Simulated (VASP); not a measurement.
## Te: single point with BLYP

Crystal: Te.

```
Te
1.0
    -1.97444    1.97444    1.97444
     1.97444   -1.97444    1.97444
     1.97444    1.97444   -1.97444
Te
1
Cartesian
  0.0000 0.0000 0.0000
```

This cell differs from its parent crystal: volume scaled by 0.96.

* Program: VASP 6.6.1
* Task: single point
* Functional: BLYP
* Potentials or basis: VASP PAW PBE potentials, release 64 (Te)
* Cutoff: 520 eV
* k mesh: 13 × 13 × 13
* Occupations: fermi-dirac, width 0.1 eV
* Spin: no spin polarisation
* Dipole correction: no
* Further INCAR settings: ALGO = Normal; EDIFF = 1e-07; NBANDS = 9

```json
{
  "Pressure": "1.7 GPa",
  "Band gap on the k mesh": "zero (band 3 reaches 9.73 eV, above the bottom of band 4 at 4.63 eV)"
}
```

Levels at points of the mesh, in eV from the Fermi level:
| k point | band 1 | band 2 | band 3 | band 4 | band 5 | band 6 | band 7 | band 8 |
| --- | --- | --- | --- | --- | --- | --- | --- | --- |
| (0.00, 0.00, 0.00) | -13.28 | 2.46 | 2.46 | 2.46 | 9.28 | 9.78 | 9.78 | 9.78 |

Run time: 32 s on 1 thread of Intel(R) Xeon(R) Platinum 8259CL CPU @ 2.50GHz (Skylake/Cascade Lake), with other jobs on the host, peak memory 0.16 GiB.

Caveat: the PAW data sets were made with another functional, which shifts forces and pressure a little; spin-orbit coupling is left out, which moves the levels of the heavy elements.
